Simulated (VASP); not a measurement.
Input of a VASP 6.6.1 run:

The input INCAR:

```
  ALGO = Normal
  EDIFF = 1E-7
  EDIFFG = -0.01
  ENCUT = 600
  GGA = PE
  IBRION = 2
  ISIF = 4
  ISMEAR = 0
  LASPH = True
  LCHARG = False
  LREAL = False
  LWAVE = False
  NELM = 60
  NSW = 50
  PREC = Accurate
  SIGMA = 0.02
```

KPOINTS

```
k-points
0
Gamma
  8 8 8
```

Contents of POSCAR:

```
CO2
1.0
   -1.9079546544      1.9079546544      2.9388411897
    1.9079546544     -1.9079546544      2.9388411897
    1.9079546544      1.9079546544     -2.9388411897
C O
2 4
Direct
    0.0000000000      0.0000000000      0.0000000000
    0.7500000000      0.2500000000      0.5000000000
    0.3750000000      0.2997143226      0.4247143226
    0.7002856774      0.1250000000      0.0752856774
    0.8750000000      0.9502856774      0.5752856774
    0.0497143226      0.6250000000      0.9247143226
```

Potentials or basis: VASP PAW PBE potentials, release 64 (C, O).

Command:

```bash
$ cat potpaw_PBE.64/C/POTCAR potpaw_PBE.64/O/POTCAR > POTCAR
$ mpirun -np 1 vasp_std > vasp.out
```

What does it give for the band gap on the k mesh?

7.70 eV (least direct gap 8.00 eV).

Step by step:
```
step  energy change (eV)  largest force (eV/Å)  pressure (GPa)  volume (Å³)
   1              0.0000                0.5873           21.21        42.79
   2             -0.0211                0.2074           14.59        42.79
   3             -0.0245                0.0066           16.34        42.79
   4             -0.0259                0.0058           16.17        42.79
   5             -0.0278                0.0033           15.68        42.79
```

A k mesh can miss the band edges.
